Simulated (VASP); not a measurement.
# Ni2H (P-3m1) in VASP: a series of runs

Runs on Ni2H. Level: LDA. Tasks: single point.

Program: VASP 6.6.1. These are calculated values, not measurements. Logs are shortened: lines on timing, memory, paths and dates and some standing lists are left out, and cuts for length are marked.

### 1 The cell of the first run

Symmetry: P-3m1, No. 164, trigonal system. The conventional cell has a = 2.474 Å, b = 2.474 Å, c = 4.091 Å, α = 90.00°, β = 90.00°, γ = 120.00°. Ni (site symmetry 3m) has 3 H at 1.78 Å and 12 Ni at 2.43 to 2.56 Å within 2.6 Å. H (site symmetry -3m) has 6 Ni at 1.78 Å and 6 H at 2.47 Å within 2.5 Å.

### 2 Single point, LDA (7.23 Å³/atom)

Input file INCAR:

```
  PREC = Accurate
  ENCUT = 520
  EDIFF = 1E-7
  ISMEAR = -1
  SIGMA = 0.15
  LREAL = F
  LASPH = T
  NELM = 100
  ALGO = Fast
  ISIF = 2
  LWAVE = F
  LCHARG = T
  LELF = T
  LVHAR = T
  NBANDS = 18
```

Input file KPOINTS:

```
Automatic mesh
0
Gamma
  18 18 10
```

Input file POSCAR:

```
Ni2H
1.0
    2.4739555829      0.0000000000      0.0000000000
   -1.2369777914      2.1425083826      0.0000000000
    0.0000000000      0.0000000000      4.0908036884
Ni H
2 1
Direct
    0.3333333333      0.6666666667      0.2597071805
    0.6666666667      0.3333333333      0.7402928195
    0.0000000000      0.0000000000      0.0000000000
```

Potentials or basis: VASP PAW LDA potentials, release 64 (Ni, H).

Launch:

```console
> cat potpaw_LDA.64/Ni/POTCAR potpaw_LDA.64/H/POTCAR > POTCAR
> mpirun -np 1 vasp_std > vasp.out
```

OUTCAR:

```text
PREC = Accurate
   ENCUT = 520
   EDIFF = 1E-7
   ISMEAR = -1
   LREAL = F
   LASPH = T
   NELM = 100
   ISIF = 2

 ion  position               nearest neighbor table
   1  0.333  0.667  0.260-   3 1.78   3 1.78   3 1.78   2 2.43   2 2.43   2 2.43   2 2.56   2 2.56
                             2 2.56
   2  0.667  0.333  0.740-   3 1.78   3 1.78   3 1.78   1 2.43   1 2.43   1 2.43   1 2.56   1 2.56
                             1 2.56
   3  0.000  0.000  0.000-   1 1.78   2 1.78   1 1.78   2 1.78   2 1.78   1 1.78

  LATTYP: Found a hexagonal cell.
 ALAT       =     2.4739555829
 C/A-ratio  =     1.6535477503

  Lattice vectors:

 A1 = (   2.4739555829,   0.0000000000,   0.0000000000)
 A2 = (  -1.2369777914,   2.1425083826,   0.0000000000)
 A3 = (   0.0000000000,   0.0000000000,   4.0908036884)

Analysis of symmetry for initial positions (statically):
=====================================================================
 Subroutine PRICEL returns:
 Original cell was already a primitive cell.

 Routine SETGRP: Setting up the symmetry group for a
 hexagonal supercell.

 Subroutine GETGRP returns: Found 12 space group operations
 (whereof 12 operations were pure point group operations)
 out of a pool of 24 trial point group operations.

The static configuration has the point symmetry D_3d.

Analysis of symmetry for dynamics (positions and initial velocities):
=====================================================================
 Subroutine PRICEL returns:
 Original cell was already a primitive cell.

 Routine SETGRP: Setting up the symmetry group for a
 hexagonal supercell.

 Subroutine GETGRP returns: Found 12 space group operations
 (whereof 12 operations were pure point group operations)
 out of a pool of 24 trial point group operations.

The dynamic configuration has the point symmetry D_3d.

 Subroutine INISYM returns: Found 12 space group operations
 (whereof 12 operations are pure point group operations),
 and found     1 'primitive' translations

----------------------------------------------------------------------------------------

                                     Primitive cell

  volume of cell :      21.6832

  direct lattice vectors                    reciprocal lattice vectors
     2.473955583  0.000000000  0.000000000     0.404210976  0.233371316  0.000000000
    -1.236977791  2.142508383  0.000000000     0.000000000  0.466742631  0.000000000
     0.000000000  0.000000000  4.090803688     0.000000000  0.000000000  0.244450743

  length of vectors
     2.473955583  2.473955583  4.090803688     0.466742631  0.466742631  0.244450743

  position of ions in fractional coordinates (direct lattice)
     0.333333333  0.666666667  0.259707181
     0.666666667  0.333333333  0.740292819
     0.000000000  0.000000000  0.000000000

  ion indices of the primitive-cell ions
   primitive index   ion index
                 1           1
                 2           2
                 3           3

----------------------------------------------------------------------------------------

 KPOINTS: Automatic mesh

Automatic generation of k-mesh.
 Grid dimensions read from file:
 generate k-points for:   18   18   10

 Generating k-lattice:

  Cartesian coordinates                     Fractional coordinates (reciprocal lattice)
     0.022456165  0.012965073  0.000000000     0.055555556  0.000000000  0.000000000
     0.000000000  0.025930146  0.000000000     0.000000000  0.055555556  0.000000000
     0.000000000  0.000000000  0.024445074     0.000000000  0.000000000  0.100000000

  Length of vectors
     0.025930146  0.025930146  0.024445074

  Shift w.r.t. Gamma in fractional coordinates (k-lattice)
     0.000000000  0.000000000  0.000000000

 Subroutine IBZKPT returns following result:
 ===========================================

 Found    330 irreducible k-points:

 Following reciprocal coordinates:
            Coordinates               Weight
  0.000000  0.000000  0.000000      1.000000
  0.055556 -0.000000  0.000000      6.000000
  0.111111 -0.000000  0.000000      6.000000
  0.166667 -0.000000  0.000000      6.000000
  0.222222  0.000000  0.000000      6.000000
  0.277778  0.000000  0.000000      6.000000
[... 16 lines left out ...]
  0.333333  0.111111  0.000000     12.000000
  0.388889  0.111111  0.000000     12.000000
 [... further k-points ...]
   k-points           NKPTS =    330   k-points in BZ     NKDIM =    330   number of bands    NBANDS=     18
   number of dos      NEDOS =    301   number of ions     NIONS =      3
   total plane-waves  NPLWV =   9720
   dimension x,y,z NGX =    18 NGY =   18 NGZ =   30
   dimension x,y,z NGXF=    36 NGYF=   36 NGZF=   60
   ions per type =               2   1
   NGX,Y,Z   is equivalent  to a cutoff of  12.10, 12.10, 12.19 a.u.
   NGXF,Y,Z  is equivalent  to a cutoff of  24.19, 24.19, 24.38 a.u.
 SYSTEM =  unknown system
   PREC   = accura    normal or accurate (medium, high low for compatibility)
   ISTART =      0    job   : 0-new  1-cont  2-samecut
   ICHARG =      2    charge: 1-file 2-atom 10-const
   ISPIN  =      1    spin polarized calculation?
   LNONCOLLINEAR =      F non collinear calculations
   LSORBIT =      F    spin-orbit coupling
   LASPH  =      T    aspherical Exc in radial PAW
   ENCUT  =  520.0 eV  38.22 Ry    6.18 a.u.   4.60  4.60  7.61*2*pi/ulx,y,z
   NELM   =    100;   NELMIN=  2; NELMDL= -5     # of ELM steps
   EDIFF  = 0.1E-06   stopping-criterion for ELM
   LREAL  =      F    real-space projection
   EDIFFG = 0.1E-05   stopping-criterion for IOM
   NSW    =      0    number of steps for IOM
   IBRION =     -1    ionic relax: 0-MD 1-quasi-New 2-CG
   NFREE  =      0    steps in history (QN), initial steepest desc. (CG)
   ISIF   =      2    stress and relaxation
   ISYM   =      2    0-nonsym 1-usesym 2-fastsym
   POTIM  = 0.5000    time-step for ionic-motion
   TEBEG  =    0.0;   TEEND  =   0.0 temperature during run
   PSTRESS=    0.0 pullay stress
   NELECT =      21.0000    total number of electrons
   NUPDOWN=      -1.0000    fix difference up-down
   EMIN   =  10.00;   EMAX   =-10.00  energy-range for DOS
   EFERMI =   0.00;   METHOD = LEGACY
   ISMEAR =    -1;   SIGMA  =   0.15  broadening in eV -4-tet -1-fermi 0-gaus
   EFERMI_NEDOS =   21; number of points for ismear=-14 and -15
   IALGO  =     68    algorithm
   IMIX   =      4    mixing-type and parameters
     AMIX     =   0.40;   BMIX     =  1.00
     AMIX_MAG =   1.60;   BMIX_MAG =  1.00
  volume/ion in A,a.u.               =       7.23        48.78
  Fermi-wavevector in a.u.,A,eV,Ry     =   1.619721  3.060829 35.694836  2.623496
  Thomas-Fermi vector in A             =   2.713776
   LORBIT       =      0    0 simple, 1 ext, 2 COOP (PROOUT), +10 PAW based schemes
   GGA     = CA    functional components
   LHFCALC =     F    Hartree Fock is set to
   AEXX    =    0.0000 exact exchange contribution
   IVDW    =     0    specifies the selected vdW correction
   LEPSILON=     F    determine dielectric tensor
   LRPA    =     F    only Hartree local field effects (RPA)
 non-spin polarized calculation
 RMM-DIIS sequential band-by-band and
  energy-cutoff  :      520.00
  volume of cell :       21.68
 maximum number of plane-waves:       602
   NGX =  9   NGY =  9   NGZ = 15

 number of electron      21.0000007 magnetization

 Free energy of the ion-electron system (eV)
  ---------------------------------------------------
  ext. energy  EPLUGINS =         0.00000000
  ---------------------------------------------------
  free energy    TOTEN  =       -17.02868265 eV

  energy without entropy =      -16.80453881  energy(sigma->0) =      -16.91661073

 E-fermi :  10.1281     XC(G=0): -14.0515

 val. band max:       10.1258961082   @ k =   0.3333   0.0000   0.5000
 cond. band min:      10.1302731960   @ k =   0.0000   0.1111   0.2000
 fundamental gap:      0.0043770878
 Fermi energy:        10.1281497106

 k-point     1 :       0.0000    0.0000    0.0000
  band No.  band energies     occupation
      1      -1.8241      2.00000
      2       4.9872      2.00000
      3       6.9506      2.00000
      4       7.9300      2.00000
      5       7.9300      2.00000
      6       7.9689      2.00000
[... 10 lines left out ...]
     17      33.8463      0.00000
     18      33.9695      0.00000

 k-point     2 :       0.0556   -0.0000    0.0000
  band No.  band energies     occupation
      1      -1.7275      2.00000
      2       5.0640      2.00000
      3       6.8547      2.00000
      4       7.7585      2.00000
      5       7.9805      2.00000
      6       8.0895      2.00000
[... 10 lines left out ...]
     17      33.9490      0.00000
     18      34.8473      0.00000

 k-point     3 :       0.1111   -0.0000    0.0000
  band No.  band energies     occupation
      1      -1.4418      2.00000
      2       5.2821      2.00000
      3       6.6051      2.00000
      4       7.5650      2.00000
      5       8.0794      2.00000
      6       8.1278      2.00000
[... 10 lines left out ...]
     17      33.8425      0.00000
     18      34.2527      0.00000

 k-point     4 :       0.1667   -0.0000    0.0000
  band No.  band energies     occupation
      1      -0.9803      2.00000
      2       5.5993      2.00000
      3       6.2975      2.00000
      4       7.3647      2.00000
      5       7.9302      2.00000
      6       8.3409      1.99999
[... 375 lines left out ...]
      4       6.9012      2.00000
      5       7.6554      2.00000
      6       7.9109      2.00000
[... 10 lines left out ...]
     17      27.5829      0.00000
     18      29.4432      0.00000

 k-point    23 :       0.3333    0.1111    0.0000
  band No.  band energies     occupation
      1       1.9803      2.00000
      2       5.5635      2.00000
      3       6.1201      2.00000
      4       6.9043      2.00000
      5       7.6438      2.00000
      6       7.8922      2.00000
[... 10 lines left out ...]
     17      25.5907      0.00000
     18      28.6741      0.00000

 k-point    24 :       0.3889    0.1111    0.0000
  band No.  band energies     occupation
      1       2.4515      2.00000
      2       5.5409      2.00000
      3       6.0285      2.00000
      4       6.9086      2.00000
      5       7.6487      2.00000
      6       7.7970      2.00000
[... 10 lines left out ...]
     17      24.0030      0.00000
     18      28.2118      0.00000

 [... further k-points ...]

------------------------ aborting loop because EDIFF is reached ----------------------------------------

  FORCE on cell =-STRESS in cart. coord.  units (eV):
  Direction    XX          YY          ZZ          XY          YZ          ZX
  --------------------------------------------------------------------------------------
  -------------------------------------------------------------------------------------
  Total        0.7024565      0.7024565      0.6776218      0.0000000     -0.0000000     -0.0000000
  in kB       51.9047349     51.9047349     50.0696894      0.0000000     -0.0000000     -0.0000000
  external PRESSURE =      51.2930531 kB  Pullay stress =       0.0000000 kB

 VOLUME and BASIS-vectors are now :
 -----------------------------------------------------------------------------
  energy-cutoff  :      520.00
  volume of cell :       21.68
      direct lattice vectors                 reciprocal lattice vectors
     2.473955583  0.000000000  0.000000000     0.404210976  0.233371316  0.000000000
    -1.236977791  2.142508383  0.000000000     0.000000000  0.466742631  0.000000000
     0.000000000  0.000000000  4.090803688     0.000000000  0.000000000  0.244450743

 POSITION                                       TOTAL-FORCE (eV/Angst)
 -----------------------------------------------------------------------------------
     -0.00000      1.42834      1.06241         0.000000     -0.000000      0.016966
      1.23698      0.71417      3.02839        -0.000000     -0.000000     -0.016966
      0.00000      0.00000      0.00000         0.000000      0.000000      0.000000
 -----------------------------------------------------------------------------------
    total drift:                                0.000000     -0.000000      0.000000

  FREE ENERGIE OF THE ION-ELECTRON SYSTEM (eV)
  ---------------------------------------------------
  free  energy   TOTEN  =       -17.0286826518 eV

  energy  without entropy=      -16.8045388066  energy(sigma->0) =      -16.91661073
```

It took 3.5 min on 1 thread of Oxide Virtual Turin-like, shared host; peak memory 0.18 GiB.

Results:

- Free energy: -17.0287 eV
- Pressure: 5.1 GPa
- Largest force: 0.017 eV/Å
- Band gap on the k mesh: zero (an odd number of electrons rules out a gap without spin polarisation)

Forces on the atoms (eV/Å):
```
Ni   0.000  0.000  0.017
Ni   0.000  0.000 -0.017
H    0.000  0.000  0.000
```

Caveat: the cell stands under pressure.

### 3 Single point, LDA

This run uses another cell than the first one, of 7.38 Å³/atom.

Input file INCAR:

```
PREC = Accurate
ENCUT = 520
EDIFF = 1E-6
ISMEAR = -1
SIGMA = 0.15
LREAL = False
LASPH = True
NELM = 60
ALGO = Normal
ISIF = 2
LWAVE = False
LCHARG = False
NBANDS = 18
```

Input file KPOINTS:

```
regular mesh
0
Gamma
  18 18 10
```

Input file POSCAR:

```
Ni2H
1.0
    2.4908983360      0.0000000000      0.0000000000
   -1.2454491680      2.1571812373      0.0000000000
    0.0000000000      0.0000000000      4.1176966994
Ni H
2 1
Direct
    0.3333333333      0.6666666667      0.2595512630
    0.6666666667      0.3333333333      0.7404487370
    0.0000000000      0.0000000000      0.0000000000
```

Potentials or basis: VASP PAW LDA potentials, release 64 (Ni, H).

Launch:

```console
> cat potpaw_LDA.64/Ni/POTCAR potpaw_LDA.64/H/POTCAR > POTCAR
> mpirun -np 1 vasp_std > vasp.out
```

Run time: 2.7 min. Hardware: 1 thread of Oxide Virtual Turin-like, shared host; peak memory 0.19 GiB.

Results (log left out):

```
Free energy            : -17.0362 eV
Pressure               : 0.1 GPa
Largest force          : 0.014 eV/Å
Band gap on the k mesh : zero (an odd number of electrons rules out a gap without spin polarisation)
```

Forces on the atoms (eV/Å):
```
Ni   0.000  0.000  0.014
Ni   0.000  0.000 -0.014
H    0.000  0.000  0.000
```

Stress tensor (GPa, compression positive):
```
0.17 0.00 0.00
0.00 0.17 0.00
0.00 0.00 0.00
```

Levels at points of the mesh, in eV from the Fermi level:
```tsv
k point	band 9	band 10	band 11	band 12	band 13	band 14
(0.00, 0.00, 0.00)	-1.37	-1.37	-0.46	-0.46	4.87	15.58
(0.50, 0.00, 0.00)	-0.25	-0.13	0.61	2.67	7.69	8.00
(0.00, 0.00, 0.50)	-0.74	-0.74	-0.69	-0.69	11.19	12.02
(0.50, 0.00, 0.50)	-0.19	-0.18	0.32	0.58	5.75	5.76
```

### 4 Single point, LDA (7.52 Å³/atom)

This run uses another cell than the first one, of 7.52 Å³/atom.

Input file INCAR:

```
SYSTEM = Ni2H
  PREC = Accurate
  ENCUT = 520
  EDIFF = 1E-6
  ISMEAR = -1
  SIGMA = 0.15
  LREAL = .FALSE.
  LASPH = .TRUE.
  NELM = 100
  ALGO = Normal
  ISIF = 2
  LWAVE = .FALSE.
  LCHARG = .TRUE.
  GGA = CA
  LELF = .TRUE.
  LVHAR = .TRUE.
  NBANDS = 18
```

Input file KPOINTS:

```
regular mesh
0
G
  18 18 10
  0 0 0
```

Input file POSCAR:

```
Ni2H
1.0
    2.5076844257      0.0000000000      0.0000000000
   -1.2538422128      2.1717184173      0.0000000000
    0.0000000000      0.0000000000      4.1440097226
Ni H
2 1
Direct
    0.3333333333      0.6666666667      0.2593626909
    0.6666666667      0.3333333333      0.7406373091
    0.0000000000      0.0000000000      0.0000000000
```

Launch:

```console
> cat potpaw_LDA.64/Ni/POTCAR potpaw_LDA.64/H/POTCAR > POTCAR
> mpirun -np 1 vasp_std > vasp.out
```

Run time: 2.6 min. Hardware: 1 thread of Oxide Virtual Turin-like, shared host; peak memory 0.19 GiB.

It converged, with:

```
Free energy            : -17.0303 eV
Pressure               : -4.5 GPa
Largest force          : 0.011 eV/Å
Band gap on the k mesh : zero (an odd number of electrons rules out a gap without spin polarisation)
```

Forces on the atoms (eV/Å):
```
Ni   0.000  0.000  0.011
Ni   0.000  0.000 -0.011
H    0.000  0.000  0.000
```

Stress tensor (GPa, compression positive):
```
-4.43  0.00  0.00
 0.00 -4.43  0.00
 0.00  0.00 -4.59
```

Levels at points of the mesh, in eV from the Fermi level:
| k point | band 9 | band 10 | band 11 | band 12 | band 13 | band 14 |
| --- | --- | --- | --- | --- | --- | --- |
| (0.00, 0.00, 0.00) | -1.33 | -1.33 | -0.45 | -0.45 | 4.76 | 15.40 |
| (0.50, 0.00, 0.00) | -0.25 | -0.13 | 0.59 | 2.61 | 7.59 | 7.89 |
| (0.00, 0.00, 0.50) | -0.72 | -0.72 | -0.68 | -0.68 | 11.02 | 11.88 |
| (0.50, 0.00, 0.50) | -0.19 | -0.19 | 0.30 | 0.59 | 5.62 | 5.64 |

Caveat: the cell stands under tension.

### 5 The runs side by side

| cell | gap on the mesh (eV) | pressure (GPa) | largest force (eV/Å) |
| --- | --- | --- | --- |
| a = 2.474, b = 2.474, c = 4.091 Å, angles 90.0, 90.0, 120.0°, 3 atoms, atomic positions A | none | 5.1 | 0.02 |
| a = 2.491, b = 2.491, c = 4.118 Å, angles 90.0, 90.0, 120.0°, 3 atoms, atomic positions B | none | 0.1 | 0.01 |
| a = 2.508, b = 2.508, c = 4.144 Å, angles 90.0, 90.0, 120.0°, 3 atoms, atomic positions C | none | -4.5 | 0.01 |

Alike in all rows: task single point; level LDA; potentials or basis VASP PAW LDA potentials, release 64 (Ni, H); no spin polarisation; k mesh 18 × 18 × 10; cutoff (eV) 520; smearing fermi-dirac 0.15 eV.

Caveats: the cell stands under pressure (at least some runs); the cell stands under tension (at least some runs).

Total energies depend on the potentials used, so only differences within one code and one set of settings carry meaning.
